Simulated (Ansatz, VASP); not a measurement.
# Two plane-wave programs on P3C

```
P C
1.0
     8.35266    0.00000    0.00000
    -4.17633    7.23362    0.00000
     0.00000    0.00000    3.60978
P C
6 2
Direct
  0.24804 0.49608 0.25000
  0.50392 0.75196 0.25000
  0.24804 0.75196 0.25000
  0.75196 0.50392 0.75000
  0.49608 0.24804 0.75000
  0.75196 0.24804 0.75000
  0.33333 0.66667 0.75000
  0.66667 0.33333 0.25000
```

Change from the starting cell: species swapped into the ScAu3 type (P6_3/mmc, No. 194).

Alike in both runs: task relaxation of cell and atoms; functional PBE; k mesh 3 × 3 × 6; occupations gaussian, width 0.1 eV; no spin polarisation.

|  | VASP | Ansatz |
| --- | --- | --- |
| version | VASP 6.6.1 | Ansatz 0.2.0 |
| potentials or method | VASP PAW PBE potentials, release 64 (P, C), cutoff 600 eV | scalar-relativistic, plane waves, PAW |
| valence electrons in the cell | 38 | 38 |

|  | VASP | Ansatz | Ansatz less VASP |
| --- | --- | --- | --- |
| gap on the k mesh at the Fermi level, each at its own relaxed structure (eV) | none | none | - |
| relaxed volume (Å³/atom) | 25.89 | 27.71 | +1.812 |
| relaxed cell length with the largest relative difference (Å) | 8.408 | 8.706 | +0.2981 |

A gap of «none» marks a metal or a gap that the smearing closes. One of these differences is far larger than is usual between the two programs; its cause wasn't traced.
